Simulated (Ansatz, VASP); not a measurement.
Two plane-wave programs on CoPdO2

```
Co Pd O
1.0
     1.43111    0.82625    5.94511
    -1.43111    0.82625    5.94511
     0.00000   -1.65250    5.94511
Co Pd O
1 1 2
Direct
  0.50000 0.50000 0.50000
  0.00000 0.00000 0.00000
  0.88716 0.88716 0.88716
  0.11284 0.11284 0.11284
```

Alike in both runs: functional PBE; k mesh 18 × 18 × 18; occupations gaussian, width 0.1 eV; no spin polarisation.

Ansatz relaxed the structure, and its values are those at the end. VASP's run is a single point on that final structure, the one shown.

|  | VASP | Ansatz |
| --- | --- | --- |
| version | VASP 6.6.1 | Ansatz 0.2.0 |
| potentials or method | VASP PAW PBE potentials, release 64 (Co, Pd, O), cutoff 520 eV | scalar-relativistic, plane waves, PAW |
| valence electrons in the cell | 31 | 47 |

Ansatz gave:

- gap on the k mesh at the Fermi level (eV): none
- pressure (GPa): 0.0
- rms of the force components (eV/Å): 0.000

Problem. Estimate VASP's values.

Solution. gap on the k mesh at the Fermi level (eV): none; pressure (GPa): 0.0; rms of the force components (eV/Å): 0.021.

A gap of «none» marks a metal or a gap that the smearing closes. VASP's potentials hold 31 valence electrons a cell and Ansatz's 47, so a difference there can come from the potentials and not from the codes.
